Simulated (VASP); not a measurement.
A run of VASP 6.6.1:

File INCAR:

```
PREC     = Accurate       # precision mode
ENCUT    = 520            # plane-wave cutoff, eV
EDIFF    = 1E-7           # SCF threshold, eV
ISMEAR   = 0              # smearing method
SIGMA    = 0.15           # smearing width, eV
LREAL    = F              # projectors in reciprocal space
LASPH    = T              # aspherical terms in the spheres
NELM     = 100            # most SCF steps
ALGO     = Fast           # electronic algorithm
ISIF     = 2              # what is computed and relaxed
LWAVE    = F              # write WAVECAR
LCHARG   = F              # write CHGCAR
GGA      = PS             # functional
NBANDS   = 12             # bands
```

The input KPOINTS:

```
Automatic mesh
0
Gamma
  22 22 22
```

POSCAR

```
Ta
1.0
   -1.7938626462      1.7938626462      1.3992128641
    1.7938626462     -1.7938626462      1.3992128641
    1.7938626462      1.7938626462     -1.3992128641
Ta
1
Direct
    0.0000000000      0.0000000000      0.0000000000
```

Potentials or basis: VASP PAW PBE potentials, release 64 (Ta_pv).

Launch:

```bash
$ cat potpaw_PBE.64/Ta_pv/POTCAR > POTCAR
$ mpirun -np 1 vasp_std > vasp.out
```

Hardware: 1 thread of Intel Xeon 6975P-C, on a shared host.

Question: How long does it take, and how much memory?

Answer: It took 120 s on 1 thread of Intel Xeon 6975P-C, on a shared host, peak memory 0.29 GiB. Counts: scf iterations 14, k points 834.
